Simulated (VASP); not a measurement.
# GaN in VASP: a series of runs, part 2 of 2

VASP 6.6.1.

### 4 Single point, r2SCAN (strain along [111] -0.5%)

Contents of POSCAR:

```
GaN
1.0
   -0.0074965085      2.2414560331      2.2414560331
    2.2414560331     -0.0074965085      2.2414560331
    2.2414560331      2.2414560331     -0.0074965085
Ga N
1 1
Direct
   -0.0002488047     -0.0002488047     -0.0002488047
    0.2502488047      0.2502488047      0.2502488047
```

Contents of INCAR.step1:

```
PREC = Accurate ; ENCUT = 520
ISMEAR = 0 ; SIGMA = 0.01
LREAL = False ; LASPH = True
NELM = 60 ; NBANDS = 16
GGA = PE ; ALGO = Normal
EDIFF = 1E-4 ; LWAVE = True
LCHARG = False
```

Contents of INCAR.step2:

```
PREC = Accurate ; ENCUT = 520
EDIFF = 1E-6 ; ISMEAR = 0
SIGMA = 0.01 ; LREAL = False
LASPH = True ; NELM = 60
ALGO = Normal ; ISIF = 2
LWAVE = False ; LCHARG = False
METAGGA = R2SCAN ; LMIXTAU = True
NBANDS = 16 ; ISTART = 1
```

Contents of KPOINTS:

```
Automatic mesh
0
Gamma
  10 10 10
```

Potentials or basis: VASP PAW PBE potentials, release 64 (Ga_d, N).

The run is started by

```sh
$ cat potpaw_PBE.64/Ga_d/POTCAR potpaw_PBE.64/N/POTCAR > POTCAR
$ cp INCAR.step1 INCAR
$ mpirun -np 1 vasp_std > vasp.out
$ cp INCAR.step2 INCAR
$ mpirun -np 1 vasp_std > vasp.out
```

OUTCAR:

```text
PREC = Accurate
   ENCUT = 520
   EDIFF = 1E-6
   ISMEAR = 0
   LREAL = False
   LASPH = True
   NELM = 60
   ISIF = 2
   METAGGA = R2SCAN
   ISTART = 1

 ion  position               nearest neighbor table
   1  1.000  1.000  1.000-   2 1.94   2 1.95   2 1.95   2 1.95
   2  0.250  0.250  0.250-   1 1.94   1 1.95   1 1.95   1 1.95

  LATTYP: Found a trigonal (rhomboedric) cell.
 ALAT       =     3.1699063857
 COS(alpha) =     0.4966527407

  Lattice vectors:

 A1 = (  -0.0074965085,   2.2414560331,   2.2414560331)
 A2 = (   2.2414560331,  -0.0074965085,   2.2414560331)
 A3 = (   2.2414560331,   2.2414560331,  -0.0074965085)

Analysis of symmetry for initial positions (statically):
=====================================================================
 Subroutine PRICEL returns:
 Original cell was already a primitive cell.

 Routine SETGRP: Setting up the symmetry group for a
 trigonal (rhombohedral) supercell.

 Subroutine GETGRP returns: Found  6 space group operations
 (whereof  6 operations were pure point group operations)
 out of a pool of 12 trial point group operations.

The static configuration has the point symmetry C_3v.

Analysis of symmetry for dynamics (positions and initial velocities):
[... 161 lines left out ...]
 val. band max:        5.1587187611   @ k =   0.0000   0.0000   0.0000
 cond. band min:       7.3293438638   @ k =   0.0000   0.0000   0.0000
 fundamental gap:      2.1706251027
 Fermi energy:         5.2956134269

 k-point     1 :       0.0000    0.0000    0.0000
  band No.  band energies     occupation
      1     -11.6892      2.00000
      2      -8.7026      2.00000
      3      -8.7026      2.00000
      4      -8.7012      2.00000
      5      -8.3393      2.00000
      6      -8.3393      2.00000
[... 433 lines left out ...]
      3      -8.4598      2.00000
      4      -8.4551      2.00000
      5      -8.2756      2.00000
      6      -7.5258      2.00000
[... 8 lines left out ...]
     15      28.5722      0.00000
     16      28.6835      0.00000

 [... further k-points ...]

------------------------ aborting loop because EDIFF is reached ----------------------------------------

  FORCE on cell =-STRESS in cart. coord.  units (eV):
  Direction    XX          YY          ZZ          XY          YZ          ZX
  --------------------------------------------------------------------------------------
  -------------------------------------------------------------------------------------
  Total        0.3192046      0.3192046      0.3192046      0.0754028      0.0754028      0.0754028
  in kB       22.5936174     22.5936174     22.5936174      5.3370868      5.3370868      5.3370868
  external PRESSURE =      22.5936174 kB  Pullay stress =       0.0000000 kB

 VOLUME and BASIS-vectors are now :
 -----------------------------------------------------------------------------
  energy-cutoff  :      520.00
  volume of cell :       22.64
      direct lattice vectors                 reciprocal lattice vectors
    -0.007496509  2.241456033  2.241456033    -0.221953318  0.222698128  0.222698128
     2.241456033 -0.007496509  2.241456033     0.222698128 -0.221953318  0.222698128
     2.241456033  2.241456033 -0.007496509     0.222698128  0.222698128 -0.221953318

 POSITION                                       TOTAL-FORCE (eV/Angst)
 -----------------------------------------------------------------------------------
      4.47430      4.47430      4.47430        -0.001543     -0.001543     -0.001543
      1.11997      1.11997      1.11997         0.001543      0.001543      0.001543
 -----------------------------------------------------------------------------------
    total drift:                               -0.000689     -0.000689     -0.000688

  FREE ENERGIE OF THE ION-ELECTRON SYSTEM (eV)
  ---------------------------------------------------
  free  energy   TOTEN  =       -21.8947554145 eV

  energy  without entropy=      -21.8947554145  energy(sigma->0) =      -21.89475541
```

OUTCAR.step1:

```text
PREC = Accurate
   ENCUT = 520
   ISMEAR = 0
   LREAL = False
   LASPH = True
[... 678 lines left out ...]
      4.47430      4.47430      4.47430        -0.002342     -0.002342     -0.002342
      1.11997      1.11997      1.11997         0.002342      0.002342      0.002342
 -----------------------------------------------------------------------------------
    total drift:                               -0.000029     -0.000029     -0.000029

  FREE ENERGIE OF THE ION-ELECTRON SYSTEM (eV)
  ---------------------------------------------------
  free  energy   TOTEN  =       -12.1330116331 eV

  energy  without entropy=      -12.1330116331  energy(sigma->0) =      -12.13301163
```

OSZICAR.step1:

```text
N       E                     dE             d eps       ncg     rms          rms(c)
DAV:   1     0.796318387453E+02    0.79632E+02   -0.93907E+03  4200   0.200E+03
DAV:   2    -0.857986768412E+01   -0.88212E+02   -0.82281E+02  4264   0.327E+02
DAV:   3    -0.140877947630E+02   -0.55079E+01   -0.54866E+01  4208   0.695E+01
DAV:   4    -0.141509017302E+02   -0.63107E-01   -0.63096E-01  4840   0.789E+00
DAV:   5    -0.141516815236E+02   -0.77979E-03   -0.77979E-03  4280   0.772E-01    0.776E+00
DAV:   6    -0.121309998495E+02    0.20207E+01   -0.48960E+00  5640   0.401E+01    0.268E+00
DAV:   7    -0.121405688507E+02   -0.95690E-02   -0.32528E-01  4080   0.655E+00    0.177E+00
DAV:   8    -0.121368833168E+02    0.36855E-02   -0.55931E-02  4192   0.328E+00    0.776E-01
DAV:   9    -0.121327632578E+02    0.41201E-02   -0.14442E-02  5648   0.278E+00    0.195E-01
DAV:  10    -0.121331081449E+02   -0.34489E-03   -0.15488E-03  4264   0.555E-01    0.940E-02
DAV:  11    -0.121330047984E+02    0.10335E-03   -0.26965E-04  3704   0.259E-01    0.880E-03
DAV:  12    -0.121330116331E+02   -0.68346E-05   -0.47960E-05  2032   0.822E-02
   1 F= -.12133012E+02 E0= -.12133012E+02  d E =-.290377-109
```

Wall time 36 s (1 thread of Intel Xeon 6975P-C (Granite Rapids), shared host); peak memory 0.17 GiB.

Results:

```yaml
Free_energy: -21.8948 eV
Pressure: 2.3 GPa
Band_gap_on_the_k_mesh: 2.17 eV
```

Forces in eV/Å, atoms in the order of the input:
```
Ga  -0.002 -0.002 -0.002
N    0.002  0.002  0.002
```

Caveat: the cell differs from its parent crystal (strain along [111] -0.5%); the structure was generated, so it needn't be the stable form of GaN; the PAW data sets were made with another functional, which shifts forces and pressure a little.

### 5 Single point, r2SCAN (shear xy strain -1.0%)

Contents of POSCAR:

```
GaN
1.0
   -0.0112447627      2.2489525415      2.2489525415
    2.2489525415     -0.0112447627      2.2489525415
    2.2377077788      2.2377077788      0.0000000000
Ga N
1 1
Direct
   -0.0007240346     -0.0007240346      0.0007240346
    0.2507240346      0.2507240346      0.2492759654
```

INCAR.step1, as its differences from that of step 4:

```diff
@@ -3,3 +3,3 @@
 LREAL = False ; LASPH = True
-NELM = 60 ; NBANDS = 16
+NELM = 100 ; NBANDS = 16
 GGA = PE ; ALGO = Normal
```

Contents of INCAR.step2:

```
PREC = Accurate ; ENCUT = 520
EDIFF = 1E-6 ; ISMEAR = 0
SIGMA = 0.01 ; LREAL = False
LASPH = True ; NELM = 100
ALGO = Normal ; ISIF = 2
LWAVE = False ; LCHARG = True
METAGGA = R2SCAN ; LMIXTAU = True
LELF = True ; LVHAR = True
NBANDS = 16 ; ISTART = 1
```

Contents of KPOINTS:

```
regular mesh
0
Gamma
  10 10 10
```

Potentials or basis: VASP PAW PBE potentials, release 64 (Ga_d, N).

The run is started by

```sh
$ cat potpaw_PBE.64/Ga_d/POTCAR potpaw_PBE.64/N/POTCAR > POTCAR
$ cp INCAR.step1 INCAR
$ mpirun -np 1 vasp_std > vasp.out
$ cp INCAR.step2 INCAR
$ mpirun -np 1 vasp_std > vasp.out
```

OUTCAR:

```text
PREC = Accurate
   ENCUT = 520
   EDIFF = 1E-6
   ISMEAR = 0
   LREAL = False
   LASPH = True
   NELM = 100
   ISIF = 2
   METAGGA = R2SCAN
   ISTART = 1

 ion  position               nearest neighbor table
   1  0.999  0.999  0.001-   2 1.94   2 1.94   2 1.95   2 1.95
   2  0.251  0.251  0.249-   1 1.94   1 1.94   1 1.95   1 1.95

  LATTYP: Found a body centered orthorhombic cell.
 ALAT       =     3.1645966894
 B/A-ratio  =     1.0100502512
 C/A-ratio  =     1.4213201632

[... 643 lines left out ...]
 [... further k-points ...]

------------------------ aborting loop because EDIFF is reached ----------------------------------------

  FORCE on cell =-STRESS in cart. coord.  units (eV):
  Direction    XX          YY          ZZ          XY          YZ          ZX
  --------------------------------------------------------------------------------------
  -------------------------------------------------------------------------------------
  Total        0.1586470      0.1586470      0.1575565      0.2291003      0.0000000      0.0000000
  in kB       11.1733239     11.1733239     11.0965244     16.1352670      0.0000000      0.0000000
  external PRESSURE =      11.1477241 kB  Pullay stress =       0.0000000 kB

 VOLUME and BASIS-vectors are now :
 -----------------------------------------------------------------------------
  energy-cutoff  :      520.00
  volume of cell :       22.75
      direct lattice vectors                 reciprocal lattice vectors
    -0.011244763  2.248952542  2.248952542    -0.221219625  0.221219625  0.222325723
     2.248952542 -0.011244763  2.248952542     0.221219625 -0.221219625  0.222325723
     2.237707779  2.237707779  0.000000000     0.223442938  0.223442938 -0.222325723

 POSITION                                       TOTAL-FORCE (eV/Angst)
 -----------------------------------------------------------------------------------
      2.23771      2.23771      4.49465        -0.000000     -0.000000     -0.003432
      1.11885      1.11885      1.12773         0.000000      0.000000      0.003432
 -----------------------------------------------------------------------------------
    total drift:                                0.000011      0.000011      0.000923

  FREE ENERGIE OF THE ION-ELECTRON SYSTEM (eV)
  ---------------------------------------------------
  free  energy   TOTEN  =       -21.8952320716 eV

  energy  without entropy=      -21.8952320716  energy(sigma->0) =      -21.89523207
```

OUTCAR.step1:

```text
PREC = Accurate
   ENCUT = 520
   ISMEAR = 0
   LREAL = False
   LASPH = True
[... 679 lines left out ...]
      2.23771      2.23771      4.49465         0.000000      0.000000     -0.006927
      1.11885      1.11885      1.12773         0.000000      0.000000      0.006927
 -----------------------------------------------------------------------------------
    total drift:                                0.000003      0.000003     -0.000142

  FREE ENERGIE OF THE ION-ELECTRON SYSTEM (eV)
  ---------------------------------------------------
  free  energy   TOTEN  =       -12.1371297246 eV

  energy  without entropy=      -12.1371297246  energy(sigma->0) =      -12.13712972
```

OSZICAR.step1:

```text
N       E                     dE             d eps       ncg     rms          rms(c)
DAV:   1     0.804538814230E+02    0.80454E+02   -0.93894E+03  6184   0.202E+03
DAV:   2    -0.845225414273E+01   -0.88906E+02   -0.83150E+02  6280   0.327E+02
DAV:   3    -0.140840854309E+02   -0.56318E+01   -0.56100E+01  6320   0.697E+01
DAV:   4    -0.141469118062E+02   -0.62826E-01   -0.62819E-01  6976   0.789E+00
DAV:   5    -0.141477179310E+02   -0.80612E-03   -0.80612E-03  6504   0.795E-01    0.774E+00
DAV:   6    -0.121355599855E+02    0.20122E+01   -0.49030E+00  8248   0.399E+01    0.268E+00
DAV:   7    -0.121447225596E+02   -0.91626E-02   -0.32326E-01  6032   0.657E+00    0.177E+00
DAV:   8    -0.121410441845E+02    0.36784E-02   -0.56905E-02  6288   0.327E+00    0.784E-01
DAV:   9    -0.121368717096E+02    0.41725E-02   -0.14412E-02  8320   0.275E+00    0.198E-01
DAV:  10    -0.121372249257E+02   -0.35322E-03   -0.15306E-03  6368   0.545E-01    0.960E-02
DAV:  11    -0.121371229466E+02    0.10198E-03   -0.26472E-04  5416   0.257E-01    0.846E-03
DAV:  12    -0.121371297246E+02   -0.67780E-05   -0.47533E-05  2968   0.820E-02
   1 F= -.12137130E+02 E0= -.12137130E+02  d E =-.486011-109
```

It took 63 s on 1 thread of Intel Xeon 6975P-C (Granite Rapids), shared host; peak memory 0.19 GiB.

What came out:

```
Free energy            : -21.8952 eV
Pressure               : 1.1 GPa
Largest force          : 0.003 eV/Å
Band gap on the k mesh : 2.12 eV
```

Forces in eV/Å, atoms in the order of the input:
```
Ga   0.000  0.000 -0.003
N    0.000  0.000  0.003
```

Levels at points of the mesh, in eV from the valence-band top:
| k point | band 6 | band 7 | band 8 | band 9 | band 10 | band 11 | band 12 | band 13 |
| --- | --- | --- | --- | --- | --- | --- | --- | --- |
| (0.00, 0.00, 0.00) | -13.51 | -0.07 | -0.03 | 0.00 | 2.12 | 10.89 | 11.01 | 11.13 |
| (0.50, 0.00, 0.00) | -12.40 | -7.25 | -1.03 | -1.00 | 5.22 | 9.42 | 11.04 | 11.07 |
| (0.50, 0.50, 0.00) | -12.00 | -6.28 | -2.91 | -2.77 | 3.73 | 7.25 | 12.59 | 14.94 |
| (0.00, 0.00, 0.50) | -12.37 | -7.21 | -1.08 | -1.04 | 5.12 | 9.46 | 10.92 | 10.97 |
| (0.50, 0.00, 0.50) | -12.00 | -6.28 | -2.84 | -2.84 | 3.74 | 7.25 | 12.59 | 14.98 |

Caveat: the cell differs from its parent crystal (shear xy strain -1.0%); the structure was generated, so it needn't be the stable form of GaN; the PAW data sets were made with another functional, which shifts forces and pressure a little.

### 6 Summary

| level | cell | smearing | gap on the mesh (eV) | pressure (GPa) |
| --- | --- | --- | --- | --- |
| r2SCAN | a = 3.180, b = 3.173, c = 3.173 Å, angles 60.2, 59.9, 59.9°, 2 atoms, uniaxial x strain -0.5% | gaussian 0.01 eV | 2.18 | 2.1 |
| PBE | a = 3.181, b = 3.181, c = 3.165 Å, angles 60.2, 60.2, 60.3°, 2 atoms, shear xy strain -1.0% | fermi-dirac 0.02 eV | 1.73 | 6.3 |
| r2SCAN | a = 3.170 Å, angles 60.2°, 2 atoms, strain along [111] -0.5% | gaussian 0.01 eV | 2.17 | 2.3 |
| r2SCAN | a = 3.181, b = 3.181, c = 3.165 Å, angles 60.2, 60.2, 60.3°, 2 atoms, shear xy strain -1.0% | gaussian 0.01 eV | 2.12 | 1.1 |

Alike in all rows: task single point; potentials or basis VASP PAW PBE potentials, release 64 (Ga_d, N); no spin polarisation; k mesh 10 × 10 × 10; cutoff (eV) 520.

Caveats: the structure was generated, so it needn't be the stable form of GaN; the PAW data sets were made with another functional, which shifts forces and pressure a little (at least some runs); the cell stands under pressure (at least some runs).

Total energies depend on the potentials used, so only differences within one code and one set of settings carry meaning.
